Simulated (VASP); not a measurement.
Os, 2 atoms in the cell. It takes space group Cmcm (No. 63, orthorhombic). Conventional cell: a = 2.734 Å, b = 4.641 Å, c = 4.320 Å, α = 90.00°, β = 90.00°, γ = 90.00°. Os (site symmetry m2m) has 12 Os at 2.66 to 2.73 Å within 3.5 Å.  This cell differs from its parent crystal: strain -0.0200 x Voigt [0, 1, 0, 0, 0, 0].

```yaml
Program: VASP 6.6.1
Task: single point
Functional: PBE
Potentials_or_basis: VASP PAW PBE potentials, release 64 (Os)
Cutoff: 520 eV
k_mesh: 18 × 18 × 12
Occupations: gaussian, width 0.15 eV
Spin: no spin polarisation
Dipole_correction: no
Further_INCAR_settings: ALGO = Fast; EDIFF = 1e-06; NBANDS = 15
```

Potentials or basis: VASP PAW PBE potentials, release 64 (Os).

The run is started by

```sh
$ cat potpaw_PBE.64/Os/POTCAR > POTCAR
$ mpirun -np 1 vasp_std > vasp.out
```

Hardware: 1 thread of Intel(R) Xeon(R) Platinum 8488C (Sapphire Rapids), with other jobs on the host.

How long does it take, and how much memory?

It took 120 s on 1 thread of Intel(R) Xeon(R) Platinum 8488C (Sapphire Rapids), on a shared host, peak memory 0.33 GiB. Counts: scf iterations 15, k points 637.
